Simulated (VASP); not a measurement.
A run of VASP 6.6.1:

File INCAR:

```
SYSTEM = Hf2ZrC3
PREC = Accurate
ENCUT = 520
EDIFF = 1E-6
ISMEAR = 0
SIGMA = 0.1
LREAL = .False.
LASPH = .True.
NELM = 100
ALGO = Normal
ISIF = 2
LWAVE = .False.
LCHARG = .False.
GGA = PE
NBANDS = 31
```

Contents of KPOINTS:

```
Automatic mesh
0
Gamma
  12 12 4
  0 0 0
```

File POSCAR:

```
Hf2ZrC3
1.0
    3.4088276211      0.0000000000      0.0000000000
   -1.7044138106      2.9521313170      0.0000000000
    0.0000000000      0.0000000000      8.3527927641
Zr Hf C
1 2 3
Direct
    0.0000000000      0.0000000000      0.0000000000
    0.6666666667      0.3333333333      0.6657292572
    0.3333333333      0.6666666667      0.3342707428
    0.3333333333      0.6666666667      0.8304103384
    0.6666666667      0.3333333333      0.1695896616
    0.0000000000      0.0000000000      0.5000000000
```

Potentials or basis: VASP PAW PBE potentials, release 64 (Zr_sv, Hf_pv, C).

Command:

```sh
$ cat potpaw_PBE.64/Zr_sv/POTCAR potpaw_PBE.64/Hf_pv/POTCAR potpaw_PBE.64/C/POTCAR > POTCAR
$ mpirun -np 1 vasp_std > vasp.out
```

Hardware: 1 thread of Intel Xeon 8259CL, on a shared host.

Problem. Estimate the wall time of this run.

Solution. Run time: 5 min on 1 thread of Intel Xeon 8259CL, with other jobs on the host, peak memory 0.33 GiB. Counts: scf iterations 14, k points 69.
